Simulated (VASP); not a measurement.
Write the native input for VASP 6.6.1 that does the following.

* Task: single point
* Functional: PBEsol
* Potentials or basis: VASP PAW PBE potentials, release 64 (Ta_sv_GW, N)
* Cutoff: 600 eV
* k mesh: 10 × 10 × 4
* Occupations: fermi-dirac, width 0.05 eV
* Spin: no spin polarisation
* Hubbard terms: Ta d U = 3.0 eV
* Dipole correction: no
* Second run: valence_matched
* Further INCAR settings: ALGO = Normal; EDIFF = 1e-06; NBANDS = 30

The structure of Ta3N lies in POSCAR:

```
Ta3N
1.0
    3.0011947922      0.0000000000      0.0000000000
   -1.5005973961      2.5991109317      0.0000000000
    0.0000000000      0.0000000000      7.5144206557
Ta N
3 1
Direct
    0.6666666667      0.3333333333      0.8268165940
    0.3333333333      0.6666666667      0.1731834060
    0.0000000000      0.0000000000      0.5000000000
    0.0000000000      0.0000000000      0.0000000000
```

One way to write it, as run:

INCAR

```
SYSTEM = Ta3N
ALGO = Normal
EDIFF = 1E-6
ENCUT = 600
GGA = PS
GGA_COMPAT = .False.
ISIF = 2
ISMEAR = -1
LASPH = .True.
LCHARG = .True.
LDAU = .True.
LDAUJ = 0 0
LDAUL = 2 -1
LDAUPRINT = 1
LDAUTYPE = 2
LDAUU = 3 0
LELF = .True.
LMAXMIX = 4
LREAL = .False.
LVHAR = .True.
LWAVE = .False.
NBANDS = 30
NELM = 200
PREC = Accurate
SIGMA = 0.05
```

KPOINTS

```
k-points
0
Gamma
  10 10 4
  0 0 0
```

Potentials or basis: VASP PAW PBE potentials, release 64 (Ta_sv_GW, N).

Launch:

```bash
$ cat potpaw_PBE.64/Ta_sv_GW/POTCAR potpaw_PBE.64/N/POTCAR > POTCAR
$ mpirun -np 1 vasp_std > vasp.out
```

Results of the run:

The pressure is 7.1 GPa. The largest force is 0.274 eV/Å. The band gap on the k mesh is zero (band 22 reaches 11.96 eV, above the bottom of band 23 at 11.42 eV).

Caveat: the PAW data sets were made with another functional, which shifts forces and pressure a little; spin-orbit coupling is left out, which moves the levels of the heavy elements; U without spin polarisation on a metal has little footing.

Run time: 79 s on 1 thread of Intel(R) Xeon(R) Platinum 8559C (Emerald Rapids), on a shared host, peak memory 0.24 GiB.
